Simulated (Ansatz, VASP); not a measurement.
## Two plane-wave programs on ZnCd2SeS2

```
Zn Cd Se S
1.0
     6.17637   -3.59485    0.00000
     6.17637    3.59485    0.00000
     0.00000    0.00000    6.77889
Zn Cd Se S
2 4 2 4
Direct
  0.17337 0.82663 0.01056
  0.82663 0.17337 0.51056
  0.49719 0.16710 0.99279
  0.16710 0.49719 0.49279
  0.83290 0.50281 0.99279
  0.50281 0.83290 0.49279
  0.85084 0.14916 0.14320
  0.14916 0.85084 0.64320
  0.16792 0.51454 0.11383
  0.48546 0.83208 0.11383
  0.51454 0.16792 0.61383
  0.83208 0.48546 0.61383
```

Alike in both runs: functional PBE; k mesh 6 × 6 × 4; occupations gaussian, width 0.02 eV; no spin polarisation.

Ansatz relaxed the structure, and its values are those at the end. VASP's run is a single point on that final structure, the one shown.

```csv
,VASP,Ansatz
version,VASP 6.6.1,Ansatz 0.2.0
potentials or method,"VASP PAW PBE potentials, release 64 (Zn, Cd, Se, S), cutoff 520 eV","scalar-relativistic, plane waves, PAW"
valence electrons in the cell,108,160
```

Ansatz gave:

| Item | Value |
| --- | --- |
| gap on the k mesh at the Fermi level (eV) | 1.11 |
| least direct gap on the mesh (eV) | 1.11 |
| pressure (GPa) | 0.0 |
| rms of the force components (eV/Å) | 0.001 |

Question: Estimate VASP's values.

Answer: gap on the k mesh at the Fermi level (eV): 1.11; least direct gap on the mesh (eV): 1.11; pressure (GPa): 0.2; rms of the force components (eV/Å): 0.008.

VASP's potentials hold 108 valence electrons a cell and Ansatz's 160, so a difference there can come from the potentials and not from the codes.
